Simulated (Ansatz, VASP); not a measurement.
**Two plane-wave programs on Pb2Se**

```xyz
6
Lattice="6.5504 0.0000 0.0000 0.0000 6.5504 0.0000 0.0000 0.0000 6.5504" Properties=species:S:1:pos:R:3 pbc="T T T"
Pb    1.6376    1.6376    1.6376
Pb    1.6376    4.9128    4.9128
Pb    4.9128    4.9128    1.6376
Pb    4.9128    1.6376    4.9128
Se    0.0000    0.0000    0.0000
Se    3.2752    3.2752    3.2752
```

Alike in both runs: functional PBE; k mesh 6 × 6 × 6; occupations gaussian, width 0.1 eV; no spin polarisation.

Ansatz relaxed the structure, and its values are those at the end. VASP's run is a single point on that final structure, the one shown.

|  | VASP | Ansatz |
| --- | --- | --- |
| version | VASP 6.6.1 | Ansatz 0.2.0 |
| potentials or method | VASP PAW PBE potentials, release 64 (Pb_d, Se), cutoff 520 eV | scalar-relativistic, plane waves, PAW |
| valence electrons in the cell | 68 | 88 |

|  | VASP | Ansatz | Ansatz less VASP |
| --- | --- | --- | --- |
| gap on the k mesh at the Fermi level (eV) | none | none | - |
| pressure (GPa) | 0.0 | 0.0 | +0.01 |

A gap of «none» marks a metal or a gap that the smearing closes. VASP's potentials hold 68 valence electrons a cell and Ansatz's 88, so a difference there can come from the potentials and not from the codes.

Spin-orbit coupling is off throughout.
